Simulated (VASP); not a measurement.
# Bi2Se3 (R-3m) in VASP: single point with PBE

Aim: the single point of Bi2Se3 with PBE.

All numbers are computed with VASP 6.6.1; they aren't measurements. Logs are shortened: lines on timing, memory, paths and dates and some standing lists are left out, and cuts for length are marked.

### 1 The cell of the first run

It takes space group R-3m (No. 166, trigonal). The conventional cell has a = 3.982 Å, b = 3.982 Å, c = 27.789 Å, α = 90.00°, β = 90.00°, γ = 120.00°. Within 3.7 Å of Bi (site symmetry 3m) lie 6 Se at 2.81 to 2.99 Å. Within 3.7 Å of Se (site symmetry 3m) lie 3 Bi at 2.81 Å and 3 Se at 3.17 Å. Within 4.0 Å of Se (site symmetry -3m) lie 6 Bi at 2.99 Å and 6 Se at 3.98 Å.

### 2 Single point, PBE (25.44 Å³/atom)

Contents of INCAR:

```
SYSTEM = Bi2Se3
PREC = Accurate ; ENCUT = 520
EDIFF = 1E-6 ; ISMEAR = -1
SIGMA = 0.05 ; LREAL = .False.
LASPH = .True. ; NELM = 100
ALGO = Normal ; ISIF = 2
LWAVE = .False. ; LCHARG = .True.
GGA = PE ; LELF = .True.
LVHAR = .True. ; NBANDS = 32
```

Contents of KPOINTS:

```
regular mesh
0
Gamma
  14 14 14
  0 0 0
```

Contents of POSCAR:

```
Bi2Se3
1.0
    1.9908184559      1.1493995714      9.2629758216
   -1.9908184559      1.1493995714      9.2629758216
    0.0000000000     -2.2987991429      9.2629758216
Bi Se
2 3
Direct
    0.5977040872      0.5977040872      0.5977040872
    0.4022959128      0.4022959128      0.4022959128
    0.7940592065      0.7940592065      0.7940592065
    0.2059407935      0.2059407935      0.2059407935
    0.0000000000      0.0000000000      0.0000000000
```

Potentials or basis: VASP PAW PBE potentials, release 64 (Bi_d, Se).

On the command line:

```bash
cat potpaw_PBE.64/Bi_d/POTCAR potpaw_PBE.64/Se/POTCAR > POTCAR
mpirun -np 1 vasp_std > vasp.out
```

OUTCAR:

```text
SYSTEM = Bi2Se3
   PREC = Accurate
   ENCUT = 520
   EDIFF = 1E-6
   ISMEAR = -1
   LREAL = .False.
   LASPH = .True.
   NELM = 100
   ISIF = 2
   GGA = PE

 ion  position               nearest neighbor table
   1  0.598  0.598  0.598-   4 2.81   4 2.81   4 2.81   5 2.99   5 2.99   5 2.99
   2  0.402  0.402  0.402-   3 2.81   3 2.81   3 2.81   5 2.99   5 2.99   5 2.99
   3  0.794  0.794  0.794-   2 2.81   2 2.81   2 2.81
   4  0.206  0.206  0.206-   1 2.81   1 2.81   1 2.81
   5  0.000  0.000  0.000-   1 2.99   1 2.99   2 2.99   2 2.99   1 2.99   2 2.99

  LATTYP: Found a trigonal (rhomboedric) cell.
 ALAT       =     9.5439613668
 COS(alpha) =     0.9129766161

  Lattice vectors:

 A1 = (   1.9908184559,   1.1493995714,   9.2629758216)
 A2 = (  -1.9908184559,   1.1493995714,   9.2629758216)
 A3 = (   0.0000000000,  -2.2987991429,   9.2629758216)

Analysis of symmetry for initial positions (statically):
=====================================================================
 Subroutine PRICEL returns:
 Original cell was already a primitive cell.

 Routine SETGRP: Setting up the symmetry group for a
 trigonal (rhombohedral) supercell.

 Subroutine GETGRP returns: Found 12 space group operations
 (whereof 12 operations were pure point group operations)
 out of a pool of 12 trial point group operations.

The static configuration has the point symmetry D_3d.

Analysis of symmetry for dynamics (positions and initial velocities):
=====================================================================
 Subroutine PRICEL returns:
 Original cell was already a primitive cell.

 Routine SETGRP: Setting up the symmetry group for a
 trigonal (rhombohedral) supercell.

 Subroutine GETGRP returns: Found 12 space group operations
 (whereof 12 operations were pure point group operations)
 out of a pool of 12 trial point group operations.

The dynamic configuration has the point symmetry D_3d.

 Subroutine INISYM returns: Found 12 space group operations
 (whereof 12 operations are pure point group operations),
 and found     1 'primitive' translations

----------------------------------------------------------------------------------------

                                     Primitive cell

  volume of cell :     127.1758

  direct lattice vectors                    reciprocal lattice vectors
     1.990818456  1.149399571  9.262975822     0.251152986  0.145003244  0.035985556
    -1.990818456  1.149399571  9.262975822    -0.251152986  0.145003244  0.035985556
     0.000000000 -2.298799143  9.262975822     0.000000000 -0.290006488  0.035985556

  length of vectors
     9.543961367  9.543961367  9.543961367     0.292230600  0.292230600  0.292230600

  position of ions in fractional coordinates (direct lattice)
     0.597704087  0.597704087  0.597704087
     0.402295913  0.402295913  0.402295913
     0.794059207  0.794059207  0.794059207
     0.205940793  0.205940793  0.205940793
     0.000000000  0.000000000  0.000000000

  ion indices of the primitive-cell ions
   primitive index   ion index
                 1           1
                 2           2
                 3           3
                 4           4
                 5           5

----------------------------------------------------------------------------------------

 KPOINTS: regular mesh

Automatic generation of k-mesh.
 Grid dimensions read from file:
 generate k-points for:   14   14   14

 Generating k-lattice:

  Cartesian coordinates                     Fractional coordinates (reciprocal lattice)
     0.017939499  0.010357375  0.002570397     0.071428571 -0.000000000  0.000000000
    -0.017939499  0.010357375  0.002570397    -0.000000000  0.071428571  0.000000000
     0.000000000 -0.020714749  0.002570397     0.000000000  0.000000000  0.071428571

  Length of vectors
     0.020873614  0.020873614  0.020873614

  Shift w.r.t. Gamma in fractional coordinates (k-lattice)
     0.000000000  0.000000000  0.000000000

 Subroutine IBZKPT returns following result:
 ===========================================

 Found    288 irreducible k-points:

 Following reciprocal coordinates:
            Coordinates               Weight
  0.000000  0.000000  0.000000      1.000000
  0.071429  0.000000  0.000000      6.000000
  0.142857 -0.000000  0.000000      6.000000
  0.214286  0.000000  0.000000      6.000000
  0.285714  0.000000  0.000000      6.000000
  0.357143  0.000000  0.000000      6.000000
[... 16 lines left out ...]
  0.214286  0.142857  0.000000     12.000000
  0.285714  0.142857  0.000000     12.000000
 [... further k-points ...]
   k-points           NKPTS =    288   k-points in BZ     NKDIM =    288   number of bands    NBANDS=     32
   number of dos      NEDOS =    301   number of ions     NIONS =      5
   total plane-waves  NPLWV = 373248
   dimension x,y,z NGX =    72 NGY =   72 NGZ =   72
   dimension x,y,z NGXF=   144 NGYF=  144 NGZF=  144
   ions per type =               2   3
   NGX,Y,Z   is equivalent  to a cutoff of  12.54, 12.54, 12.54 a.u.
   NGXF,Y,Z  is equivalent  to a cutoff of  25.08, 25.08, 25.08 a.u.
 SYSTEM =  Bi2Se3
   PREC   = accura    normal or accurate (medium, high low for compatibility)
   ISTART =      0    job   : 0-new  1-cont  2-samecut
   ICHARG =      2    charge: 1-file 2-atom 10-const
   ISPIN  =      1    spin polarized calculation?
   LNONCOLLINEAR =      F non collinear calculations
   LSORBIT =      F    spin-orbit coupling
   LASPH  =      T    aspherical Exc in radial PAW
   ENCUT  =  520.0 eV  38.22 Ry    6.18 a.u.  17.75 17.75 17.75*2*pi/ulx,y,z
   NELM   =    100;   NELMIN=  2; NELMDL= -5     # of ELM steps
   EDIFF  = 0.1E-05   stopping-criterion for ELM
   LREAL  =      F    real-space projection
   EDIFFG = 0.1E-04   stopping-criterion for IOM
   NSW    =      0    number of steps for IOM
   IBRION =     -1    ionic relax: 0-MD 1-quasi-New 2-CG
   NFREE  =      0    steps in history (QN), initial steepest desc. (CG)
   ISIF   =      2    stress and relaxation
   ISYM   =      2    0-nonsym 1-usesym 2-fastsym
   POTIM  = 0.5000    time-step for ionic-motion
   TEBEG  =    0.0;   TEEND  =   0.0 temperature during run
   PSTRESS=    0.0 pullay stress
   NELECT =      48.0000    total number of electrons
   NUPDOWN=      -1.0000    fix difference up-down
   EMIN   =  10.00;   EMAX   =-10.00  energy-range for DOS
   EFERMI =   0.00;   METHOD = LEGACY
   ISMEAR =    -1;   SIGMA  =   0.05  broadening in eV -4-tet -1-fermi 0-gaus
   EFERMI_NEDOS =   21; number of points for ismear=-14 and -15
   IALGO  =     38    algorithm
   IMIX   =      4    mixing-type and parameters
     AMIX     =   0.40;   BMIX     =  1.00
     AMIX_MAG =   1.60;   BMIX_MAG =  1.00
  volume/ion in A,a.u.               =      25.44       171.64
  Fermi-wavevector in a.u.,A,eV,Ry     =   1.183097  2.235729 19.044332  1.399719
  Thomas-Fermi vector in A             =   2.319338
   LORBIT       =      0    0 simple, 1 ext, 2 COOP (PROOUT), +10 PAW based schemes
   GGA     = PE    functional components
   LHFCALC =     F    Hartree Fock is set to
   AEXX    =    0.0000 exact exchange contribution
   IVDW    =     0    specifies the selected vdW correction
   LEPSILON=     F    determine dielectric tensor
   LRPA    =     F    only Hartree local field effects (RPA)
 non-spin polarized calculation
  energy-cutoff  :      520.00
  volume of cell :      127.18
 maximum number of plane-waves:      3473
   NGX = 35   NGY = 35   NGZ = 35

 number of electron      48.0000001 magnetization

 Free energy of the ion-electron system (eV)
  ---------------------------------------------------
  ext. energy  EPLUGINS =         0.00000000
  ---------------------------------------------------
  free energy    TOTEN  =       -19.68101559 eV

  energy without entropy =      -19.68092456  energy(sigma->0) =      -19.68097007

 E-fermi :   6.7017     XC(G=0): -10.0543

 val. band max:        6.6856659003   @ k =   0.0000   0.0000   0.0000
 cond. band min:       6.7247596005   @ k =   0.0000   0.0000   0.0000
 fundamental gap:      0.0390937002
 Fermi energy:         6.7016806053

 k-point     1 :       0.0000    0.0000    0.0000
  band No.  band energies     occupation
      1     -16.9114      2.00000
      2     -16.9114      2.00000
      3     -16.9091      2.00000
      4     -16.9091      2.00000
      5     -16.8913      2.00000
      6     -16.8873      2.00000
[... 24 lines left out ...]
     31      11.7651      0.00000
     32      12.9259      0.00000

 k-point     2 :       0.0714    0.0000    0.0000
  band No.  band energies     occupation
      1     -16.9124      2.00000
      2     -16.9098      2.00000
      3     -16.9095      2.00000
      4     -16.9071      2.00000
      5     -16.8902      2.00000
      6     -16.8862      2.00000
[... 24 lines left out ...]
     31      11.7662      0.00000
     32      12.3769      0.00000

 k-point     3 :       0.1429   -0.0000    0.0000
  band No.  band energies     occupation
      1     -16.9154      2.00000
      2     -16.9123      2.00000
      3     -16.9041      2.00000
      4     -16.9017      2.00000
      5     -16.8871      2.00000
      6     -16.8833      2.00000
[... 24 lines left out ...]
     31      11.2797      0.00000
     32      12.1584      0.00000

 k-point     4 :       0.2143    0.0000    0.0000
  band No.  band energies     occupation
      1     -16.9206      2.00000
      2     -16.9165      2.00000
      3     -16.8968      2.00000
      4     -16.8944      2.00000
      5     -16.8876      2.00000
      6     -16.8824      2.00000
[... 24 lines left out ...]
     31      10.6764      0.00000
     32      12.4105      0.00000

 k-point     5 :       0.2857    0.0000    0.0000
  band No.  band energies     occupation
      1     -16.9272      2.00000
      2     -16.9218      2.00000
      3     -16.8922      2.00000
      4     -16.8908      2.00000
      5     -16.8879      2.00000
      6     -16.8864      2.00000
[... 584 lines left out ...]
     31      11.6674      0.00000
     32      11.8482      0.00000

 k-point    22 :       0.1429    0.1429    0.0000
  band No.  band energies     occupation
      1     -16.9154      2.00000
      2     -16.9123      2.00000
      3     -16.9041      2.00000
      4     -16.9017      2.00000
      5     -16.8871      2.00000
      6     -16.8832      2.00000
[... 24 lines left out ...]
     31      11.4779      0.00000
     32      12.0086      0.00000

 k-point    23 :       0.2143    0.1429    0.0000
  band No.  band energies     occupation
      1     -16.9175      2.00000
      2     -16.9140      2.00000
      3     -16.9005      2.00000
      4     -16.8987      2.00000
      5     -16.8855      2.00000
      6     -16.8826      2.00000
[... 24 lines left out ...]
     31      11.2568      0.00000
     32      11.7567      0.00000

 k-point    24 :       0.2857    0.1429    0.0000
  band No.  band energies     occupation
      1     -16.9200      2.00000
      2     -16.9160      2.00000
      3     -16.8967      2.00000
      4     -16.8962      2.00000
      5     -16.8860      2.00000
      6     -16.8859      2.00000
[... 24 lines left out ...]
     31      11.2634      0.00000
     32      11.3957      0.00000

 [... further k-points ...]

------------------------ aborting loop because EDIFF is reached ----------------------------------------

  FORCE on cell =-STRESS in cart. coord.  units (eV):
  Direction    XX          YY          ZZ          XY          YZ          ZX
  --------------------------------------------------------------------------------------
  -------------------------------------------------------------------------------------
  Total        7.3547975      7.3547975      6.2273417      0.0000000     -0.0000000     -0.0000000
  in kB       92.6567009     92.6567009     78.4528648      0.0000000     -0.0000000     -0.0000000
  external PRESSURE =      87.9220888 kB  Pullay stress =       0.0000000 kB

 VOLUME and BASIS-vectors are now :
 -----------------------------------------------------------------------------
  energy-cutoff  :      520.00
  volume of cell :      127.18
      direct lattice vectors                 reciprocal lattice vectors
     1.990818456  1.149399571  9.262975822     0.251152986  0.145003244  0.035985556
    -1.990818456  1.149399571  9.262975822    -0.251152986  0.145003244  0.035985556
     0.000000000 -2.298799143  9.262975822     0.000000000 -0.290006488  0.035985556

 POSITION                                       TOTAL-FORCE (eV/Angst)
 -----------------------------------------------------------------------------------
      0.00000     -0.00000     16.60956         0.000000      0.000000     -0.000062
      0.00000     -0.00000     11.17937         0.000000     -0.000000      0.000062
      0.00000     -0.00000     22.06605         0.000000     -0.000000      0.005646
      0.00000     -0.00000      5.72287         0.000000      0.000000     -0.005646
      0.00000      0.00000      0.00000         0.000000      0.000000     -0.000000
 -----------------------------------------------------------------------------------
    total drift:                               -0.000000     -0.000000      0.000000

  FREE ENERGIE OF THE ION-ELECTRON SYSTEM (eV)
  ---------------------------------------------------
  free  energy   TOTEN  =       -19.6810155868 eV

  energy  without entropy=      -19.6809245553  energy(sigma->0) =      -19.68097007
```

Wall time 2.4 h (1 thread of Oxide Virtual Turin-like, shared host); peak memory 1.4 GiB.

What came out:

| Item | Value |
| --- | --- |
| Free energy | -19.6810 eV |
| Pressure | 8.8 GPa |
| Largest force | 0.006 eV/Å |
| Band gap on the k mesh | 0.04 eV |

Forces on the atoms (eV/Å):
```
Bi   0.000  0.000  0.000
Bi   0.000  0.000  0.000
Se   0.000  0.000  0.006
Se   0.000  0.000 -0.006
Se   0.000  0.000  0.000
```

Caveat: the cell stands under pressure; spin-orbit coupling is left out, which moves the levels of the heavy elements. A k mesh can miss the band edges.
